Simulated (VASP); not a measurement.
Crystal: Ti5Si.

```
CELL_PARAMETERS angstrom
2.52284 1.45656 4.44090
-2.52284 1.45656 4.44090
0.00000 -2.91312 4.44090
ATOMIC_POSITIONS crystal
Ti 0.15144 0.15144 0.15144
Ti 0.60535 0.39465 0.00000
Ti 0.00000 0.60535 0.39465
Ti 0.84856 0.84856 0.84856
Ti 0.39465 0.00000 0.60535
Si 0.50000 0.50000 0.50000
```

```yaml
Program: VASP 6.6.1
Task: relaxation of cell and atoms
Functional: PBEsol
Potentials_or_basis: VASP PAW PBE potentials, release 64 (Ti_sv, Si)
Cutoff: 600 eV
k_mesh: 6 × 6 × 6
Occupations: gaussian, width 0.1 eV
Spin: no spin polarisation
```

At the start: pressure -4.5 GPa; volume 16.32 Å³/atom.

Task: Where does the relaxation end?

Result: Over 12 steps the energy falls by 8.6 meV/atom and the volume is 15.73 Å³/atom (-3.6 %); space group R32 (No. 155, to 0.1 Å) before and after.

Step by step:
```csv
step,energy change (eV),largest force (eV/Å),pressure (GPa),volume (Å³)
1,0.0000,0.0702,-4.50,97.91
2,-0.0132,0.1120,4.47,91.56
3,-0.0508,0.0360,-0.13,94.41
4,-0.0508,0.0386,0.11,94.33
5,-0.0514,0.0113,0.10,94.29
6,-0.0514,0.0043,0.13,94.28
7,-0.0514,0.0102,0.13,94.25
8,-0.0514,0.0075,0.13,94.27
9,-0.0514,0.0086,0.13,94.26
10,-0.0514,0.0074,0.14,94.27
11,-0.0515,0.0053,-0.09,94.45
12,-0.0515,0.0063,-0.02,94.36
```

Final structure:
```xyz
6
Lattice="2.4885 1.4368 4.3986 -2.4885 1.4368 4.3986 0.0000 -2.8735 4.3986" Properties=species:S:1:pos:R:3 pbc="T T T"
Ti    0.0000    0.0000    1.9970
Ti    0.5221    1.4368    4.3986
Ti    0.9832    1.1705    8.7971
Ti    0.0000    0.0000   11.1987
Ti    0.9832   -1.1705    4.3986
Si    0.0000    0.0000    6.5978
```

Caveat: the PAW data sets were made with another functional, which shifts forces and pressure a little.
